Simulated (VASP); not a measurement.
A run of VASP 6.6.1 is set up as follows.

The input INCAR:

```
SYSTEM = CdSe
PREC = Accurate
ENCUT = 520
EDIFF = 1E-6
ISMEAR = 0
SIGMA = 0.05
LREAL = .FALSE.
LASPH = .TRUE.
NELM = 100
ALGO = Normal
ISIF = 2
LWAVE = .FALSE.
LCHARG = .FALSE.
GGA = PE
NBANDS = 26
```

The input KPOINTS:

```
Automatic mesh
0
G
  6 6 4
  0 0 0
```

POSCAR

```
CdSe
1.0
    4.1910374164      0.0000000000      0.0000000000
   -2.0955187082      3.6295448708      0.0000000000
    0.0000000000      0.0000000000      6.8398200000
Cd Se
2 2
Direct
    0.6666666667      0.3333333333      0.0000000000
    0.3333333333      0.6666666667      0.5000000000
    0.6666666667      0.3333333333      0.3750000000
    0.3333333333      0.6666666667      0.8750000000
```

Potentials or basis: VASP PAW PBE potentials, release 64 (Cd, Se).

Launch:

```console
$ cat potpaw_PBE.64/Cd/POTCAR potpaw_PBE.64/Se/POTCAR > POTCAR
$ mpirun -np 1 vasp_std > vasp.out
```

**Question.** What does it give for the band gap on the k mesh?

**Answer.** 0.84 eV.

**Question.** Predict the pressure.

**Answer.** 8.7 GPa.

Stress tensor (GPa, compression positive):
```
8.56 0.00 0.00
0.00 8.56 0.00
0.00 0.00 8.84
```

Caveat: the cell differs from its parent crystal (strain -0.025 along x and y, -0.025 along z); the cell stands under pressure.
